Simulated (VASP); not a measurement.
A run of VASP 6.6.1 is set up as follows.

File INCAR:

```
ALGO = Normal ; EDIFF = 1E-6
ENCUT = 520 ; GGA = CA
ISIF = 2 ; ISMEAR = 1
LASPH = T ; LCHARG = T
LELF = T ; LREAL = F
LVHAR = T ; LWAVE = F
NBANDS = 14 ; NELM = 60
PREC = Accurate ; SIGMA = 0.1
```

File KPOINTS:

```
k-points
0
Gamma
  6 6 6
```

The input POSCAR:

```
MgSc
1.0
    3.5964510000      0.0000000000      0.0000000000
    0.0000000000      3.5964510000      0.0000000000
    0.0000000000      0.0000000000      3.5964510000
Mg Sc
1 1
Direct
    0.0000000000      0.0000000000      0.0150000000
    0.5000000000      0.5000000000      0.5000000000
```

Potentials or basis: VASP PAW LDA potentials, release 64 (Mg, Sc_sv).

Command:

```sh
$ cat potpaw_LDA.64/Mg/POTCAR potpaw_LDA.64/Sc_sv/POTCAR > POTCAR
$ mpirun -np 1 vasp_std > vasp.out
```

**Question.** What does it give for the pressure?

**Answer.** -3.6 GPa.

**Question.** What does it give for the largest force?

**Answer.** 0.192 eV/Å.

**Question.** What does it give for the band gap on the k mesh?

**Answer.** Zero (an odd number of electrons rules out a gap without spin polarisation).

Forces in eV/Å, atoms in the order of the input:
```
Mg   0.000  0.000 -0.192
Sc   0.000  0.000  0.192
```

Caveat: the cell stands under tension.
